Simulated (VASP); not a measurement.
# TaN (P-62m) in VASP: notebook, part 2 of 3

VASP 6.6.1. Earlier steps stand in the parts before.

## (4) Single point, BLYP+D3(BJ)

This run uses another cell than the first one, of 11.35 Å³/atom, 1.032 times its volume.

INCAR reads:

```
AGGAC    = 1.0          
AGGAX    = 1.0          
ALDAC    = 0.0          
ALDAX    = 1.0          
ALGO     = Normal         # electronic algorithm
EDIFF    = 1E-7           # SCF threshold, eV
ENCUT    = 520            # plane-wave cutoff, eV
GGA      = B5             # functional
ISIF     = 2              # what is computed and relaxed
ISMEAR   = 1              # smearing method
IVDW     = 12             # dispersion correction
LASPH    = T              # aspherical terms in the spheres
LCHARG   = T              # write CHGCAR
LELF     = T              # ELF
LREAL    = F              # projectors in reciprocal space
LVHAR    = T            
LWAVE    = F              # write WAVECAR
NBANDS   = 33             # bands
NELM     = 60             # most SCF steps
PREC     = Accurate       # precision mode
SIGMA    = 0.1            # smearing width, eV
VDW_A1   = 0.4298       
VDW_A2   = 4.2359       
VDW_S6   = 1.0          
VDW_S8   = 2.6996
```

KPOINTS reads:

```
k-points
0
Gamma
  6 6 9
```

POSCAR reads:

```
TaN
1.0
    5.2031077092      0.0000000000      0.0000000000
   -2.6015538546      4.5060234548      0.0000000000
    0.0000000000      0.0000000000      2.9039262147
Ta N
3 3
Direct
    0.3333333333      0.6666666667      0.5000000000
    0.6666666667      0.3333333333      0.5000000000
    0.0000000000      0.0000000000      0.0000000000
    0.3922282139      0.0000000000      0.0000000000
    0.6077717861      0.6077717861      0.0000000000
    0.0000000000      0.3922282139      0.0000000000
```

Potentials or basis: VASP PAW PBE potentials, release 64 (Ta_pv, N).

The run is started by

```bash
> cat potpaw_PBE.64/Ta_pv/POTCAR potpaw_PBE.64/N/POTCAR > POTCAR
> mpirun -np 1 vasp_std > vasp.out
```

OUTCAR:

```text
EDIFF = 1E-7
   ENCUT = 520
   GGA = B5
   ISIF = 2
   ISMEAR = 1
   IVDW = 12
   LASPH = T
   LREAL = F
   NELM = 60
   PREC = Accurate
 IVDW          = 12

 ion  position               nearest neighbor table
   1  0.333  0.667  0.500-   4 2.16   4 2.16   6 2.16   6 2.16   5 2.16   5 2.16   2 3.00   2 3.00
                             2 3.00   3 3.34   3 3.34   3 3.34   3 3.34   3 3.34   3 3.34
   2  0.667  0.333  0.500-   6 2.16   6 2.16   4 2.16   4 2.16   5 2.16   5 2.16   1 3.00   1 3.00
                             1 3.00   3 3.34   3 3.34   3 3.34   3 3.34   3 3.34   3 3.34
   3  0.000  0.000  0.000-   4 2.04   5 2.04   6 2.04   2 3.34   1 3.34   1 3.34   2 3.34   2 3.34
                             2 3.34   1 3.34   1 3.34   2 3.34   2 3.34   1 3.34   1 3.34
   4  0.392  0.000  0.000-   3 2.04   1 2.16   1 2.16   2 2.16   2 2.16
   5  0.608  0.608  0.000-   3 2.04   1 2.16   1 2.16   2 2.16   2 2.16
   6  0.000  0.392  0.000-   3 2.04   2 2.16   2 2.16   1 2.16   1 2.16

  LATTYP: Found a hexagonal cell.
 ALAT       =     5.2031077092
 C/A-ratio  =     0.5581137999

  Lattice vectors:

 A1 = (   5.2031077092,   0.0000000000,   0.0000000000)
 A2 = (  -2.6015538546,   4.5060234548,   0.0000000000)
 A3 = (   0.0000000000,   0.0000000000,   2.9039262147)

Analysis of symmetry for initial positions (statically):
=====================================================================
 Subroutine PRICEL returns:
 Original cell was already a primitive cell.

 Routine SETGRP: Setting up the symmetry group for a
 hexagonal supercell.

 Subroutine GETGRP returns: Found 12 space group operations
 (whereof 12 operations were pure point group operations)
 out of a pool of 24 trial point group operations.

The static configuration has the point symmetry D_3h.

Analysis of symmetry for dynamics (positions and initial velocities):
=====================================================================
 Subroutine PRICEL returns:
 Original cell was already a primitive cell.

 Routine SETGRP: Setting up the symmetry group for a
 hexagonal supercell.
[... 137 lines left out ...]
   LORBIT       =      0    0 simple, 1 ext, 2 COOP (PROOUT), +10 PAW based schemes
   GGA     = B5    functional components
   LHFCALC =     F    Hartree Fock is set to
   AEXX    =    0.0000 exact exchange contribution
   IVDW    =    12    specifies the selected vdW correction
   LEPSILON=     F    determine dielectric tensor
   LRPA    =     F    only Hartree local field effects (RPA)
 non-spin polarized calculation
 Methfessel and Paxton  Order N= 1 SIGMA  =   0.10
  energy-cutoff  :      520.00
  volume of cell :       68.08
 maximum number of plane-waves:      1847
 NGX is ok and might be reduce to    40
   NGX = 19   NGY = 19   NGZ = 11

 number of electron      48.0000000 magnetization

 Free energy of the ion-electron system (eV)
  ---------------------------------------------------
  ext. energy  EPLUGINS =         0.00000000
  ---------------------------------------------------
  free energy    TOTEN  =       -61.57438128 eV

  energy without entropy =      -61.57228682  energy(sigma->0) =      -61.57368313

 E-fermi :   8.8264     XC(G=0): -12.3263

 val. band max:        8.8230615475   @ k =   0.1667  -0.0000   0.2222
 cond. band min:       8.8358391644   @ k =   0.1667  -0.0000   0.3333
 fundamental gap:      0.0127776169
 Fermi energy:         8.8264152847

 k-point     1 :       0.0000    0.0000    0.0000
  band No.  band energies     occupation
      1     -27.3183      2.00000
      2     -27.3183      2.00000
      3     -26.9627      2.00000
      4     -26.9627      2.00000
      5     -26.7814      2.00000
      6     -26.6755      2.00000
[... 853 lines left out ...]
     32      12.4559      0.00000
     33      13.8804      0.00000

 [... further k-points ...]

------------------------ aborting loop because EDIFF is reached ----------------------------------------

 Edisp (eV)   -6.17506

 E8    (eV) :    -4.6534

  FORCE on cell =-STRESS in cart. coord.  units (eV):
  Direction    XX          YY          ZZ          XY          YZ          ZX
  --------------------------------------------------------------------------------------
  -------------------------------------------------------------------------------------
  Total       0.84739     0.84739     0.87824     0.00000     0.00000    -0.00000
  in kB      19.94133    19.94133    20.66713     0.00000     0.00000    -0.00000
  external pressure =       20.18 kB  Pullay stress =        0.00 kB

 VOLUME and BASIS-vectors are now :
 -----------------------------------------------------------------------------
  energy-cutoff  :      520.00
  volume of cell :       68.08
      direct lattice vectors                 reciprocal lattice vectors
     5.203107709  0.000000000  0.000000000     0.192192831  0.110962583  0.000000000
    -2.601553855  4.506023455  0.000000000     0.000000000  0.221925165  0.000000000
     0.000000000  0.000000000  2.903926215     0.000000000  0.000000000  0.344361367

 POSITION                                       TOTAL-FORCE (eV/Angst)
 -----------------------------------------------------------------------------------
     -0.00000      3.00402      1.45196         0.000000      0.000000      0.000000
      2.60155      1.50201      1.45196         0.000000      0.000000      0.000000
      0.00000      0.00000      0.00000         0.000000      0.000000      0.000000
      2.04081      0.00000      0.00000         0.021996      0.000000      0.000000
      1.58115      2.73863      0.00000        -0.010998     -0.019049      0.000000
     -1.02040      1.76739      0.00000        -0.010998      0.019049     -0.000000
 -----------------------------------------------------------------------------------
    total drift:                               -0.000002     -0.000003      0.000000

  FREE ENERGIE OF THE ION-ELECTRON SYSTEM (eV)
  ---------------------------------------------------
  free  energy   TOTEN  =       -67.7494425304 eV

  energy  without entropy=      -67.7473480644  energy(sigma->0) =      -67.74874438
```

OSZICAR:

```text
N       E                     dE             d eps       ncg     rms          rms(c)
DAV:   1     0.454093410502E+03    0.45409E+03   -0.25909E+04  2310   0.152E+03
DAV:   2    -0.432532820653E+02   -0.49735E+03   -0.47482E+03  2651   0.450E+02
DAV:   3    -0.725811188203E+02   -0.29328E+02   -0.28869E+02  2821   0.106E+02
DAV:   4    -0.731273141143E+02   -0.54620E+00   -0.54258E+00  2867   0.143E+01
DAV:   5    -0.731406817641E+02   -0.13368E-01   -0.13347E-01  3002   0.177E+00    0.433E+01
DAV:   6    -0.617653145664E+02    0.11375E+02   -0.59429E+01  2935   0.410E+01    0.173E+01
DAV:   7    -0.616245564534E+02    0.14076E+00   -0.29168E+00  2810   0.931E+00    0.109E+01
DAV:   8    -0.616003581326E+02    0.24198E-01   -0.48649E-01  2874   0.415E+00    0.138E+00
DAV:   9    -0.615746836994E+02    0.25674E-01   -0.69744E-02  2923   0.178E+00    0.473E-01
DAV:  10    -0.615742583341E+02    0.42537E-03   -0.16006E-02  2912   0.617E-01    0.216E-01
DAV:  11    -0.615744720919E+02   -0.21376E-03   -0.32158E-03  3010   0.349E-01    0.674E-02
DAV:  12    -0.615743756518E+02    0.96440E-04   -0.44004E-04  2929   0.121E-01    0.233E-02
DAV:  13    -0.615743809990E+02   -0.53472E-05   -0.42613E-05  2818   0.379E-02    0.522E-03
DAV:  14    -0.615743812615E+02   -0.26251E-06   -0.14513E-06  2882   0.782E-03    0.444E-03
DAV:  15    -0.615743812836E+02   -0.22151E-07   -0.13988E-07  2006   0.271E-03
   1 F= -.67749443E+02 E0= -.67748744E+02  d E =-.209447E-02
```

Wall time 61 s (1 thread of Intel Xeon 6975P-C (Granite Rapids), shared host); peak memory 0.22 GiB.

What came out:

* Free energy: -67.7494 eV
* Pressure: 2.0 GPa
* Largest force: 0.022 eV/Å
* Band gap on the k mesh: zero (band 24 reaches 10.60 eV, above the bottom of band 25 at 7.49 eV)
* Dispersion energy per atom: -1.029 eV

Forces in eV/Å, atoms in the order of the input:
```
Ta   0.000  0.000  0.000
Ta   0.000  0.000  0.000
Ta   0.000  0.000  0.000
N    0.022  0.000  0.000
N   -0.011 -0.019  0.000
N   -0.011  0.019  0.000
```

Levels at points of the mesh, in eV from the Fermi level:
```csv
k point,band 20,band 21,band 22,band 23,band 24,band 25,band 26,band 27,band 28,band 29
"(0.00, 0.00, 0.00)",-5.01,-4.27,-3.30,-1.91,-0.93,-0.93,0.64,0.64,1.74,1.94
"(0.50, 0.00, 0.00)",-4.57,-3.93,-3.87,-2.79,-2.61,1.23,1.81,1.93,2.38,2.39
```

Caveat: the PAW data sets were made with another functional, which shifts forces and pressure a little; spin-orbit coupling is left out, which moves the levels of the heavy elements; pairwise dispersion overbinds metals, which lowers pressure and volume.

## (5) Relaxation of cell and atoms, PBEsol

This run uses another cell than the first one, of 11.34 Å³/atom, 1.032 times its volume.

INCAR reads:

```
SYSTEM = TaN
PREC = Accurate
ENCUT = 600
EDIFF = 1E-6
ISMEAR = 1
SIGMA = 0.1
LREAL = .FALSE.
LASPH = .TRUE.
NELM = 60
ALGO = Normal
ISIF = 3
LWAVE = .FALSE.
LCHARG = .FALSE.
GGA = PS
IBRION = 2
NSW = 60
EDIFFG = -0.02
```

KPOINTS reads:

```
regular mesh
0
G
  6 6 9
  0 0 0
```

POSCAR reads:

```
TaN
1.0
    5.1960000000      0.0000000000      0.0000000000
   -2.5980000000      4.4998680000      0.0000000000
    0.0000000000      0.0000000000      2.9110000000
Ta N
3 3
Direct
    0.3333333333      0.6666666667      0.5000000000
    0.6666666667      0.3333333333      0.5000000000
    0.0000000000      0.0000000000      0.0000000000
    0.3928500000      0.0000000000      0.0000000000
    0.6071500000      0.6071500000      0.0000000000
    0.0000000000      0.3928500000      0.0000000000
```

The run is started by

```bash
> cat potpaw_PBE.64/Ta_pv/POTCAR potpaw_PBE.64/N/POTCAR > POTCAR
> mpirun -np 1 vasp_std > vasp.out
```

It took 2.1 min on 1 thread of Intel Xeon 6975P-C (Granite Rapids), shared host; peak memory 0.24 GiB.

It converged, with:

* Free energy: -71.4464 eV
* Relaxed volume: 11.24 Å³/atom
* Relaxed cell: a = 5.186 Å, b = 5.186 Å, c = 2.895 Å, α = 90.00°, β = 90.00°, γ = 120.00°
* Space group after relaxing (to 0.05 Å): P-62m (No. 189)
* Energy gained by relaxing: 1.1 meV/atom
* Ionic steps: 6
* Pressure after relaxing: 0.1 GPa
* Largest force after relaxing: 0.009 eV/Å
* Band gap on the k mesh: zero (band 24 reaches 10.10 eV, above the bottom of band 25 at 6.91 eV)

Forces in eV/Å, atoms in the order of the input:
```
Ta   0.000  0.000  0.000
Ta   0.000  0.000  0.000
Ta   0.000  0.000  0.000
N    0.009  0.000  0.000
N   -0.005 -0.008  0.000
N   -0.005  0.008  0.000
```

Step by step:
| step | energy change (eV) | largest force (eV/Å) | pressure (GPa) | volume (Å³) |
| --- | --- | --- | --- | --- |
| 1 | 0.0000 | 0.0264 | -3.04 | 68.06 |
| 2 | 0.0290 | 0.0932 | 7.88 | 65.97 |
| 3 | -0.0066 | 0.0484 | 0.06 | 67.42 |
| 4 | -0.0066 | 0.0485 | 0.16 | 67.41 |
| 5 | -0.0068 | 0.0094 | 0.00 | 67.43 |
| 6 | -0.0069 | 0.0090 | 0.06 | 67.43 |

Final structure:
```cif
data_structure
_symmetry_space_group_name_H-M 'P 1'
_symmetry_Int_Tables_number 1
_cell_length_a 5.1855
_cell_length_b 5.1855
_cell_length_c 2.8954
_cell_angle_alpha 90.000
_cell_angle_beta 90.000
_cell_angle_gamma 120.000
_cell_volume 67.43
loop_
_atom_site_label
_atom_site_type_symbol
_atom_site_fract_x
_atom_site_fract_y
_atom_site_fract_z
_atom_site_occupancy
Ta1 Ta 0.33333 0.66667 0.50000 1
Ta2 Ta 0.66667 0.33333 0.50000 1
Ta3 Ta 0.00000 0.00000 0.00000 1
N1 N 0.39319 0.00000 0.00000 1
N2 N 0.60681 0.60681 0.00000 1
N3 N 0.00000 0.39319 0.00000 1
```

Levels at points of the mesh, in eV from the Fermi level:
```
           k point  band 20  band 21  band 22  band 23  band 24  band 25  band 26  band 27  band 28
(0.00, 0.00, 0.00)    -5.06    -4.26    -3.30    -1.95    -0.93    -0.93     0.61     0.61     1.82
(0.50, 0.00, 0.00)    -4.60    -3.93    -3.89    -2.86    -2.66     1.25     1.83     1.93     2.46
```

Caveat: the PAW data sets were made with another functional, which shifts forces and pressure a little; spin-orbit coupling is left out, which moves the levels of the heavy elements.

## (6) Relaxation of cell and atoms, PBEsol+D3(BJ)

This run uses another cell than the first one, of 11.34 Å³/atom, 1.032 times its volume.

INCAR reads:

```
SYSTEM = TaN
PREC = Accurate ; ENCUT = 600
EDIFF = 1E-7 ; ISMEAR = 1
SIGMA = 0.1 ; LREAL = .False.
LASPH = .True. ; NELM = 100
ALGO = Normal ; ISIF = 3
LWAVE = .False. ; LCHARG = .False.
GGA = PS ; IVDW = 12
IBRION = 2 ; NSW = 60
EDIFFG = -0.02
```

KPOINTS reads:

```
Automatic mesh
0
Gamma
  6 6 9
  0 0 0
```

POSCAR is that of step 5.

Potentials or basis: VASP PAW PBE potentials, release 64 (Ta_pv, N).

The run is started by

```bash
> cat potpaw_PBE.64/Ta_pv/POTCAR potpaw_PBE.64/N/POTCAR > POTCAR
> mpirun -np 1 vasp_std > vasp.out
```

Run time: 4.3 min. Hardware: 1 thread of Intel Xeon 6975P-C (Granite Rapids), shared host; peak memory 0.24 GiB.

The run converged. Its results:

| Item | Value |
| --- | --- |
| Free energy | -74.1146 eV |
| Relaxed volume | 11.03 Å³/atom |
| Relaxed cell | a = 5.151 Å, b = 5.151 Å, c = 2.880 Å, α = 90.00°, β = 90.00°, γ = 120.00° |
| Space group after relaxing (to 0.05 Å) | P-62m (No. 189) |
| Energy gained by relaxing | 9.6 meV/atom |
| Ionic steps | 9 |
| Pressure after relaxing | -0.2 GPa |
| Largest force after relaxing | 0.003 eV/Å |
| Band gap on the k mesh | zero (band 24 reaches 10.32 eV, above the bottom of band 25 at 7.10 eV) |
| Dispersion energy per atom | -0.449 eV |

Forces in eV/Å, atoms in the order of the input:
```
Ta   0.000  0.000  0.000
Ta   0.000  0.000  0.000
Ta   0.000  0.000  0.000
N    0.003  0.000  0.000
N   -0.002 -0.003  0.000
N   -0.002  0.003  0.000
```

Stress tensor (GPa, compression positive):
```
-0.22  0.00  0.00
 0.00 -0.22  0.00
 0.00  0.00 -0.01
```

Step by step:
```tsv
step	energy change (eV)	largest force (eV/Å)	pressure (GPa)	volume (Å³)
1	0.0000	0.0255	-9.26	68.06
2	0.3045	0.3896	27.95	61.81
3	-0.0562	0.1276	-0.22	66.23
4	-0.0562	0.1301	0.01	66.19
5	-0.0562	0.1322	0.20	66.15
6	-0.0573	0.0092	0.18	66.13
7	-0.0573	0.0131	0.18	66.13
8	-0.0573	0.0038	-0.40	66.23
9	-0.0574	0.0033	-0.15	66.18
```

Final structure:
```cif
data_structure
_symmetry_space_group_name_H-M 'P 1'
_symmetry_Int_Tables_number 1
_cell_length_a 5.1511
_cell_length_b 5.1511
_cell_length_c 2.8802
_cell_angle_alpha 90.000
_cell_angle_beta 90.000
_cell_angle_gamma 120.000
_cell_volume 66.18
loop_
_atom_site_label
_atom_site_type_symbol
_atom_site_fract_x
_atom_site_fract_y
_atom_site_fract_z
_atom_site_occupancy
Ta1 Ta 0.33333 0.66667 0.50000 1
Ta2 Ta 0.66667 0.33333 0.50000 1
Ta3 Ta 0.00000 0.00000 0.00000 1
N1 N 0.39407 0.00000 0.00000 1
N2 N 0.60593 0.60593 0.00000 1
N3 N 0.00000 0.39407 0.00000 1
```

Levels at points of the mesh, in eV from the Fermi level:
| k point | band 21 | band 22 | band 23 | band 24 | band 25 | band 26 | band 27 | band 28 |
| --- | --- | --- | --- | --- | --- | --- | --- | --- |
| (0.00, 0.00, 0.00) | -4.32 | -3.34 | -1.97 | -0.95 | -0.95 | 0.60 | 0.60 | 1.91 |
| (0.50, 0.00, 0.00) | -3.98 | -3.96 | -2.89 | -2.70 | 1.29 | 1.87 | 1.97 | 2.51 |

Caveat: the PAW data sets were made with another functional, which shifts forces and pressure a little; spin-orbit coupling is left out, which moves the levels of the heavy elements; pairwise dispersion overbinds metals, which lowers pressure and volume.

[end of part 2 of 3]
